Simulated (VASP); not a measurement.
A run of VASP 6.6.1 is set up as follows.

The input INCAR:

```
PREC = Accurate ; ENCUT = 520
EDIFF = 1E-6 ; ISMEAR = 0
SIGMA = 0.1 ; LREAL = False
LASPH = True ; NELM = 80
ALGO = Fast ; ISIF = 2
LWAVE = False ; LCHARG = True
GGA = PE ; LELF = True
LVHAR = True ; NBANDS = 34
```

The input KPOINTS:

```
Automatic mesh
0
Gamma
  12 12 12
```

The input POSCAR:

```
CoW3
1.0
    0.0000000000      3.0992573649      3.0992573649
    3.0992573649      0.0000000000      3.0992573649
    3.0992573649      3.0992573649      0.0000000000
W Co
3 1
Direct
    0.2500000000      0.2500000000      0.2500000000
    0.7500000000      0.7500000000      0.7500000000
    0.5000000000      0.5000000000      0.5000000000
    0.0000000000      0.0000000000      0.0000000000
```

Potentials or basis: VASP PAW PBE potentials, release 64 (W_sv, Co).

The run is started by

```sh
$ cat potpaw_PBE.64/W_sv/POTCAR potpaw_PBE.64/Co/POTCAR > POTCAR
$ mpirun -np 1 vasp_std > vasp.out
```

Task: Estimate the band gap on the k mesh.

Result: Zero (an odd number of electrons rules out a gap without spin polarisation).

Task: What does it give for the pressure?

Result: 0.4 GPa.

Caveat: spin-orbit coupling is left out, which moves the levels of the heavy elements; the run has no spin polarisation, though such a crystal can be magnetic. Spin polarisation is off, so any magnetic state and its effect on volume and gap are missing.
